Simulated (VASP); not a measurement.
# CdAgF4 (P4/mmm) in VASP: single point with PBE

Aim: the single point of CdAgF4 with PBE.

Everything below comes from runs of VASP 6.6.1. Logs are shortened: lines on timing, memory, paths and dates and some standing lists are left out, and cuts for length are marked.

**1. The cell of the first run**

Symmetry: P4/mmm, No. 123, tetragonal system. Conventional cell: a = 4.179 Å, b = 4.179 Å, c = 6.548 Å, α = 90.00°, β = 90.00°, γ = 90.00°. Within 2.8 Å of Cd (site symmetry 4/mmm) lie 6 F at 2.09 to 2.13 Å. Ag (site symmetry 4/mmm) has 16 F at 3.17 to 3.88 Å and 4 Ag at 4.18 Å within 4.2 Å. F (site symmetry 4mm) has 1 Cd at 2.13 Å and 1 F at 2.29 Å within 2.8 Å. Within 2.8 Å of F (site symmetry mmm) lie 2 Cd at 2.09 Å.

**2. Single point, PBE**

File INCAR:

```
PREC = Accurate ; ENCUT = 520
EDIFF = 1E-6 ; ISMEAR = 0
SIGMA = 0.1 ; LREAL = False
LASPH = True ; NELM = 100
ALGO = Fast ; ISIF = 2
LWAVE = False ; LCHARG = True
GGA = PE ; LELF = True
LVHAR = True ; NBANDS = 34
```

File KPOINTS:

```
Automatic mesh
0
Gamma
  10 10 6
```

File POSCAR:

```
CdAgF4
1.0
    4.1789400934      0.0000000000      0.0000000000
    0.0000000000      4.1789400934      0.0000000000
    0.0000000000      0.0000000000      6.5481595883
Cd Ag F
1 1 4
Direct
    0.0000000000      0.0000000000      0.0000000000
    0.5000000000      0.5000000000      0.5000000000
    0.0000000000      0.0000000000      0.6745965184
    0.5000000000      0.0000000000      0.0000000000
    0.0000000000      0.5000000000      0.0000000000
    0.0000000000      0.0000000000      0.3254034816
```

Potentials or basis: VASP PAW PBE potentials, release 64 (Cd, Ag, F).

Started as:

```
cat potpaw_PBE.64/Cd/POTCAR potpaw_PBE.64/Ag/POTCAR potpaw_PBE.64/F/POTCAR > POTCAR
mpirun -np 1 vasp_std > vasp.out
```

OUTCAR:

```text
PREC = Accurate
   ENCUT = 520
   EDIFF = 1E-6
   ISMEAR = 0
   LREAL = False
   LASPH = True
   NELM = 100
   ISIF = 2
   GGA = PE

 ion  position               nearest neighbor table
   1  0.000  0.000  0.000-   4 2.09   5 2.09   5 2.09   4 2.09   3 2.13   6 2.13
   2  0.500  0.500  0.500-
   3  0.000  0.000  0.675-   1 2.13
   4  0.500  0.000  0.000-   1 2.09   1 2.09
   5  0.000  0.500  0.000-   1 2.09   1 2.09
   6  0.000  0.000  0.325-   1 2.13

  LATTYP: Found a simple tetragonal cell.
 ALAT       =     4.1789400934
 C/A-ratio  =     1.5669426797

  Lattice vectors:

 A1 = (   4.1789400934,   0.0000000000,   0.0000000000)
 A2 = (   0.0000000000,   4.1789400934,   0.0000000000)
 A3 = (   0.0000000000,   0.0000000000,   6.5481595883)

Analysis of symmetry for initial positions (statically):
=====================================================================
 Subroutine PRICEL returns:
 Original cell was already a primitive cell.

 Routine SETGRP: Setting up the symmetry group for a
 simple tetragonal supercell.

 Subroutine GETGRP returns: Found 16 space group operations
 (whereof 16 operations were pure point group operations)
 out of a pool of 16 trial point group operations.

The static configuration has the point symmetry D_4h.

Analysis of symmetry for dynamics (positions and initial velocities):
=====================================================================
 Subroutine PRICEL returns:
 Original cell was already a primitive cell.

 Routine SETGRP: Setting up the symmetry group for a
 simple tetragonal supercell.

 Subroutine GETGRP returns: Found 16 space group operations
 (whereof 16 operations were pure point group operations)
 out of a pool of 16 trial point group operations.

The dynamic configuration has the point symmetry D_4h.

 Subroutine INISYM returns: Found 16 space group operations
 (whereof 16 operations are pure point group operations),
 and found     1 'primitive' translations

----------------------------------------------------------------------------------------

                                     Primitive cell

  volume of cell :     114.3540

  direct lattice vectors                    reciprocal lattice vectors
     4.178940093  0.000000000  0.000000000     0.239295127  0.000000000  0.000000000
     0.000000000  4.178940093  0.000000000     0.000000000  0.239295127  0.000000000
     0.000000000  0.000000000  6.548159588     0.000000000  0.000000000  0.152714665

  length of vectors
[... 89 lines left out ...]
   NELM   =    100;   NELMIN=  2; NELMDL= -5     # of ELM steps
   EDIFF  = 0.1E-05   stopping-criterion for ELM
   LREAL  =      F    real-space projection
   EDIFFG = 0.1E-04   stopping-criterion for IOM
   NSW    =      0    number of steps for IOM
   IBRION =     -1    ionic relax: 0-MD 1-quasi-New 2-CG
   NFREE  =      0    steps in history (QN), initial steepest desc. (CG)
   ISIF   =      2    stress and relaxation
   ISYM   =      2    0-nonsym 1-usesym 2-fastsym
   POTIM  = 0.5000    time-step for ionic-motion
   TEBEG  =    0.0;   TEEND  =   0.0 temperature during run
   PSTRESS=    0.0 pullay stress
   NELECT =      51.0000    total number of electrons
   NUPDOWN=      -1.0000    fix difference up-down
   EMIN   =  10.00;   EMAX   =-10.00  energy-range for DOS
   EFERMI =   0.00;   METHOD = LEGACY
   ISMEAR =     0;   SIGMA  =   0.10  broadening in eV -4-tet -1-fermi 0-gaus
   EFERMI_NEDOS =   21; number of points for ismear=-14 and -15
   IALGO  =     68    algorithm
   IMIX   =      4    mixing-type and parameters
     AMIX     =   0.40;   BMIX     =  1.00
     AMIX_MAG =   1.60;   BMIX_MAG =  1.00
  volume/ion in A,a.u.               =      19.06       128.62
  Fermi-wavevector in a.u.,A,eV,Ry     =   1.250780  2.363632 21.285654  1.564451
  Thomas-Fermi vector in A             =   2.384759
   LORBIT       =      0    0 simple, 1 ext, 2 COOP (PROOUT), +10 PAW based schemes
   GGA     = PE    functional components
   LHFCALC =     F    Hartree Fock is set to
   AEXX    =    0.0000 exact exchange contribution
   IVDW    =     0    specifies the selected vdW correction
   LEPSILON=     F    determine dielectric tensor
   LRPA    =     F    only Hartree local field effects (RPA)
 non-spin polarized calculation
 RMM-DIIS sequential band-by-band and
 Gauss-broadening in eV      SIGMA  =   0.10
  energy-cutoff  :      520.00
  volume of cell :      114.35
 maximum number of plane-waves:      3105
 NGX is ok and might be reduce to    32
   NGX = 15   NGY = 15   NGZ = 25

 number of electron      51.0000011 magnetization

 Free energy of the ion-electron system (eV)
  ---------------------------------------------------
  ext. energy  EPLUGINS =         0.00000000
  ---------------------------------------------------
  free energy    TOTEN  =       -17.71386674 eV

  energy without entropy =      -17.70420042  energy(sigma->0) =      -17.70903358

 E-fermi :  -2.2192     XC(G=0):  -8.3534

 val. band max:       -2.2351509492   @ k =   0.5000   0.1000   0.1667
 cond. band min:      -2.2048647124   @ k =   0.5000   0.2000   0.1667
 fundamental gap:      0.0302862367
 Fermi energy:        -2.2192318183

 k-point     1 :       0.0000    0.0000    0.0000
  band No.  band energies     occupation
      1     -23.1783      2.00000
      2     -22.8885      2.00000
      3     -22.5717      2.00000
      4     -22.1239      2.00000
      5      -8.2576      2.00000
      6      -7.7728      2.00000
[... 877 lines left out ...]
     33      10.8429      0.00000
     34      11.9307      0.00000

 [... further k-points ...]
[... 5 lines left out ...]
  --------------------------------------------------------------------------------------
  -------------------------------------------------------------------------------------
  Total        0.4389307      0.4389307      0.4235726      0.0000000     -0.0000000      0.0000000
  in kB        6.1497149      6.1497149      5.9345383      0.0000000     -0.0000000      0.0000000
  external PRESSURE =       6.0779894 kB  Pullay stress =       0.0000000 kB

 VOLUME and BASIS-vectors are now :
 -----------------------------------------------------------------------------
  energy-cutoff  :      520.00
  volume of cell :      114.35
      direct lattice vectors                 reciprocal lattice vectors
     4.178940093  0.000000000  0.000000000     0.239295127  0.000000000  0.000000000
     0.000000000  4.178940093  0.000000000     0.000000000  0.239295127  0.000000000
     0.000000000  0.000000000  6.548159588     0.000000000  0.000000000  0.152714665

 POSITION                                       TOTAL-FORCE (eV/Angst)
 -----------------------------------------------------------------------------------
      0.00000      0.00000      0.00000         0.000000      0.000000      0.000000
      2.08947      2.08947      3.27408         0.000000      0.000000      0.000000
      0.00000      0.00000      4.41737        -0.000000      0.000000     -0.148057
      2.08947      0.00000      0.00000         0.000000      0.000000      0.000000
      0.00000      2.08947      0.00000         0.000000      0.000000      0.000000
      0.00000      0.00000      2.13079         0.000000      0.000000      0.148057
 -----------------------------------------------------------------------------------
    total drift:                                0.000000      0.000000     -0.000000

  FREE ENERGIE OF THE ION-ELECTRON SYSTEM (eV)
  ---------------------------------------------------
  free  energy   TOTEN  =       -17.7138667356 eV

  energy  without entropy=      -17.7042004151  energy(sigma->0) =      -17.70903358
```

stdout:

```text
POSCAR found type information on POSCAR CdAgF
 POSCAR found :  3 types and       6 ions
 scaLAPACK will be used
 LDA part: xc-table for (Slater+PW92), standard interpolation
 POSCAR, INCAR and KPOINTS ok, starting setup
 FFT: planning ... GRIDC
 FFT: planning ... GRID_SOFT
 FFT: planning ... GRID
 WAVECAR not read
 entering main loop
```

It took 4.8 min on 1 thread of Intel Xeon Platinum 8488C (Sapphire Rapids), shared host; peak memory 0.43 GiB.

What came out:

```yaml
Free_energy: -17.7139 eV
Pressure: 0.6 GPa
Largest_force: 0.148 eV/Å
Band_gap_on_the_k_mesh: zero (an odd number of electrons rules out a gap without spin polarisation)
```

Forces in eV/Å, atoms in the order of the input:
```
Cd   0.000  0.000  0.000
Ag   0.000  0.000  0.000
F    0.000  0.000 -0.148
F    0.000  0.000  0.000
F    0.000  0.000  0.000
F    0.000  0.000  0.148
```

Caveat: an odd number of electrons without spin polarisation forces a metal; a magnetic or distorted state may lie lower.
